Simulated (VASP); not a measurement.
Runs of VASP 6.6.1 on TiO. The structure is that of space group P-62m (No. 189), or close to it. The cells are those of the table. 

| cell | gap on the mesh (eV) | pressure (GPa) | largest force (eV/Å) |
| --- | --- | --- | --- |
| a = 4.711, b = 4.711, c = 2.836 Å, angles 90.0, 90.0, 120.0°, 6 atoms | none | 32.6 | 0.81 |
| a = 4.711, b = 4.711, c = 2.694 Å, angles 90.0, 90.0, 120.0°, 6 atoms | none | 53.1 | 0.57 |
| a = 4.711, b = 4.711, c = 2.765 Å, angles 90.0, 90.0, 120.0°, 6 atoms | none | (a) | 0.71 |
| a = 4.711, b = 4.711, c = 2.907 Å, angles 90.0, 90.0, 120.0°, 6 atoms | none | 24.3 | 0.88 |

Alike in all rows: task single point; level PBEsol; potentials or basis VASP PAW PBE potentials, release 64 (Ti_sv, O); no spin polarisation; k mesh 12 × 12 × 16; cutoff (eV) 520; smearing gaussian 0.15 eV.

Problem. Estimate the missing entries.

Solution. (a) 42.1.

Caveats: the cell stands under pressure; the PAW data sets were made with another functional, which shifts forces and pressure a little; semilocal functionals often make such compounds metallic where correlation or magnetic order opens a gap, which also shifts bond lengths.

A gap of «none» marks levels without a gap at the run's occupations.
